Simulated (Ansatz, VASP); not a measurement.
# Two plane-wave programs on Hf2N

```
CELL_PARAMETERS angstrom
5.29554 0.00000 0.00000
0.00000 4.89837 0.00000
0.00000 0.00000 3.22745
ATOMIC_POSITIONS crystal
Hf 0.29546 0.29546 0.00000
Hf 0.70454 0.70454 0.00000
Hf 0.79546 0.20454 0.50000
Hf 0.20454 0.79546 0.50000
N 0.00000 0.00000 0.00000
N 0.50000 0.50000 0.50000
```

Change from the starting cell: strain -0.0750 x Voigt [0, 1, 0, 0, 0, 0], atoms carried along.

Alike in both runs: task single point; functional PBEsol; k mesh 10 × 10 × 14; occupations gaussian, width 0.15 eV; no spin polarisation.

```csv
,VASP,Ansatz
version,VASP 6.6.1,Ansatz 0.2.0
potentials or method,"VASP PAW PBE potentials, release 64 (Hf_pv, N), cutoff 520 eV","scalar-relativistic, plane waves, PAW"
valence electrons in the cell,50,114
```

Ansatz gave:

| Quantity | Value |
| --- | --- |
| gap on the k mesh at the Fermi level (eV) | none |
| pressure (GPa) | 18.8 |
| traceless stress, the component that is largest in VASP (GPa) | 12.40 |
| rms of the force components (eV/Å) | 0.163 |

Q: What did VASP give for the same quantities?

A: gap on the k mesh at the Fermi level (eV): none; pressure (GPa): 17.9; traceless stress, the component that is largest in VASP (GPa): 12.51; rms of the force components (eV/Å): 0.162.

VASP's potentials were made for PBE, not for PBEsol. Atom by atom the forces differ by 0.003 eV/Å (rms over components). A gap of «none» marks a metal or a gap that the smearing closes. With one functional, cell and mesh, what is left measures potentials, basis and numerics. VASP's potentials hold 50 valence electrons a cell and Ansatz's 114, so a difference there can come from the potentials and not from the codes.

Neither program's run includes spin-orbit coupling.
